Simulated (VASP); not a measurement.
Input of a VASP 6.6.1 run:

Contents of POSCAR:

```
SrCl2
1.0
    0.0000000000      3.3769225553      3.3769225553
    3.3769225553      0.0000000000      3.3769225553
    3.3769225553      3.3769225553      0.0000000000
Sr Cl
1 2
Direct
    0.0000000000      0.0000000000      0.0000000000
    0.2500000000      0.2500000000      0.2500000000
    0.7500000000      0.7500000000      0.7500000000
```

INCAR.step1

```
SYSTEM = SrCl2
PREC = Accurate
ENCUT = 520
ISMEAR = 0
SIGMA = 0.02
LREAL = .FALSE.
LASPH = .TRUE.
NELM = 60
NBANDS = 19
GGA = PE
ALGO = Normal
EDIFF = 1E-4
LWAVE = .TRUE.
LCHARG = .FALSE.
```

File INCAR.step2:

```
SYSTEM = SrCl2
PREC = Accurate
ENCUT = 520
EDIFF = 1E-6
ISMEAR = 0
SIGMA = 0.02
LREAL = .FALSE.
LASPH = .TRUE.
NELM = 60
ALGO = Normal
ISIF = 2
LWAVE = .FALSE.
LCHARG = .FALSE.
METAGGA = R2SCAN
LMIXTAU = .TRUE.
NBANDS = 19
ISTART = 1
```

File KPOINTS:

```
regular mesh
0
G
  6 6 6
  0 0 0
```

Potentials or basis: VASP PAW PBE potentials, release 64 (Sr_sv, Cl).

The run is started by

```bash
$ cat potpaw_PBE.64/Sr_sv/POTCAR potpaw_PBE.64/Cl/POTCAR > POTCAR
$ cp INCAR.step1 INCAR
$ mpirun -np 1 vasp_std > vasp.out
$ cp INCAR.step2 INCAR
$ mpirun -np 1 vasp_std > vasp.out
```

**Question.** What does it give for the band gap on the k mesh?

**Answer.** 5.92 eV.

**Question.** What does it give for the pressure?

**Answer.** 5.1 GPa.

Caveat: the cell stands under pressure; the PAW data sets were made with another functional, which shifts forces and pressure a little. A k mesh can miss the band edges.
